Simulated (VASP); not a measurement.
Y, 2 atoms in the cell. The structure is hexagonal, space group P6_3/mmc (No. 194). The conventional cell has a = 3.651 Å, b = 3.651 Å, c = 5.747 Å, α = 90.00°, β = 90.00°, γ = 120.00°. Within 4.7 Å of Y (site symmetry -6m2) lie 12 Y at 3.56 to 3.65 Å. 

- Program: VASP 6.6.1
- Task: single point
- Functional: LDA
- Potentials or basis: VASP PAW LDA potentials, release 64 (Y_sv)
- Cutoff: 520 eV
- k mesh: 12 × 12 × 7
- Occupations: fermi-dirac, width 0.08 eV
- Spin: no spin polarisation
- Dipole correction: no
- Further INCAR settings: ALGO = Normal; EDIFF = 1e-07; NBANDS = 18

Potentials or basis: VASP PAW LDA potentials, release 64 (Y_sv).

Run with:

```sh
$ cat potpaw_LDA.64/Y_sv/POTCAR > POTCAR
$ mpirun -np 1 vasp_std > vasp.out
```

Hardware: 1 thread of Intel(R) Xeon(R) Platinum 8259CL CPU @ 2.50GHz (Skylake/Cascade Lake), with other jobs on the host.

Task: Estimate the wall time of this run.

Result: It took 99 s on 1 thread of Intel(R) Xeon(R) Platinum 8259CL CPU @ 2.50GHz (Skylake/Cascade Lake) (shared host), peak memory 0.22 GiB. Counts: scf iterations 14, k points 76.
